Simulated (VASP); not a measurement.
**Li5Be: relaxation of cell and atoms with PBE**

Li5Be:

```
CELL_PARAMETERS angstrom
4.92923 0.00000 0.00000
-2.46462 4.26884 0.00000
0.00000 0.00000 4.60387
ATOMIC_POSITIONS crystal
Li 0.00000 0.68971 0.00000
Li 0.68971 0.00000 0.00000
Li 0.31029 0.31029 0.00000
Li 0.66667 0.33333 0.50000
Li 0.33333 0.66667 0.50000
Be 0.00000 0.00000 0.50000
```

```json
{
 "Program": "VASP 6.6.1",
 "Task": "relaxation of cell and atoms",
 "Functional": "PBE",
 "Potentials or basis": "VASP PAW PBE potentials, release 64 (Li_sv, Be)",
 "Cutoff": "600 eV",
 "k mesh": "12 × 12 × 8",
 "Occupations": "gaussian, width 0.1 eV",
 "Spin": "no spin polarisation",
 "Dipole correction": "no",
 "Further INCAR settings": "ALGO = Normal; EDIFF = 1e-07; IBRION = 2; EDIFFG = -0.01; NSW = 100; ISIF = 3"
}
```

```json
{"Relaxed volume": "16.12 Å³/atom", "Relaxed cell": "a = 4.926 Å, b = 4.926 Å, c = 4.602 Å, α = 90.00°, β = 90.00°, γ = 120.00°", "Space group after relaxing (to 0.05 Å)": "P-62m (No. 189)", "Energy gained by relaxing": "0.0 meV/atom", "Ionic steps": "2", "Pressure after relaxing": "-0.1 GPa"}
```

Forces on the atoms (eV/Å):
```
Li   0.001 -0.003  0.000
Li  -0.003  0.000  0.000
Li   0.001  0.003  0.000
Li   0.000  0.000  0.000
Li   0.000  0.000  0.000
Be   0.000  0.000  0.000
```

The path:
| step | energy change (eV) | largest force (eV/Å) | pressure (GPa) | volume (Å³) |
| --- | --- | --- | --- | --- |
| 1 | 0.0000 | 0.0022 | -0.12 | 96.88 |
| 2 | -0.0001 | 0.0029 | -0.08 | 96.70 |

Final structure:
```xyz
6
Lattice="4.9260 0.0000 0.0000 -2.4630 4.2661 0.0000 0.0000 0.0000 4.6017" Properties=species:S:1:pos:R:3 pbc="T T T"
Li    3.2273    2.9422    4.6017
Li    0.9344    4.2661    0.0000
Li    0.7643    1.3238    0.0000
Li    2.4630    1.4220    2.3008
Li    0.0000    2.8441    2.3008
Be   -2.4630    4.2661    2.3008
```

Levels at points of the mesh, in eV from the Fermi level:
```csv
k point,band 5,band 6,band 7,band 8,band 9,band 10,band 11,band 12
"(0.00, 0.00, 0.00)",-45.93,-4.58,-0.39,0.94,0.94,1.21,2.28,2.28
"(0.50, 0.00, 0.00)",-45.93,-3.59,-2.48,-0.45,0.86,1.01,2.27,3.33
"(0.00, 0.00, 0.50)",-45.93,-3.78,-2.68,1.47,1.47,1.68,2.90,3.10
"(0.50, 0.00, 0.50)",-45.93,-2.88,-1.40,-1.36,-1.03,0.16,0.70,3.47
```

Wall time 84 s on 1 thread of Intel(R) Xeon(R) 6975P-C (Granite Rapids), on a shared host, peak memory 0.3 GiB.

Caveat: the cutoff is under 1.25 times the usual one of these potentials, so pressure, stress and relaxed cells hold a basis-set (Pulay) error.
